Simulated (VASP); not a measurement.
MnSb: single point with PBE

The system is MnSb.

```xyz
2
Lattice="3.2714 0.0000 0.0000 0.0000 3.2714 0.0000 0.0000 0.0000 3.2714" Properties=species:S:1:pos:R:3 pbc="T T T"
Mn    0.0000    0.0000    0.0000
Sb    1.6357    1.6357    1.6357
```

* Program: VASP 6.6.1
* Task: single point
* Functional: PBE
* Potentials or basis: VASP PAW PBE potentials, release 64 (Mn_pv, Sb)
* Cutoff: 520 eV
* k mesh: 12 × 12 × 12
* Occupations: gaussian, width 0.1 eV
* Spin: no spin polarisation

The pressure is -11.4 GPa and the band gap on the k mesh is zero (bands 9 and 10 overlap by 0.68 eV).

Levels at points of the mesh, in eV from the Fermi level:
```
           k point  band 6  band 7  band 8  band 9  band 10  band 11  band 12  band 13
(0.00, 0.00, 0.00)   -1.70   -0.03   -0.03   -0.03     1.10     1.10     1.10     5.71
(0.50, 0.00, 0.00)   -1.41   -1.41   -1.35   -0.01     0.56     5.21     5.21     7.06
(0.50, 0.50, 0.00)   -4.73   -2.04   -0.54   -0.54     0.49     0.83     1.94     4.78
(0.50, 0.50, 0.50)   -4.48   -4.48    0.52    0.52     1.87     1.87     1.87     2.68
```

Wall time 24 s on 1 thread of Intel(R) Xeon(R) Platinum 8259CL CPU @ 2.50GHz (Skylake/Cascade Lake) (shared host), peak memory 0.17 GiB.

Caveat: the cell stands under tension; spin-orbit coupling is left out, which moves the levels of the heavy elements; the run has no spin polarisation, though such a crystal can be magnetic. Spin polarisation is off, so any magnetic state and its effect on volume and gap are missing.
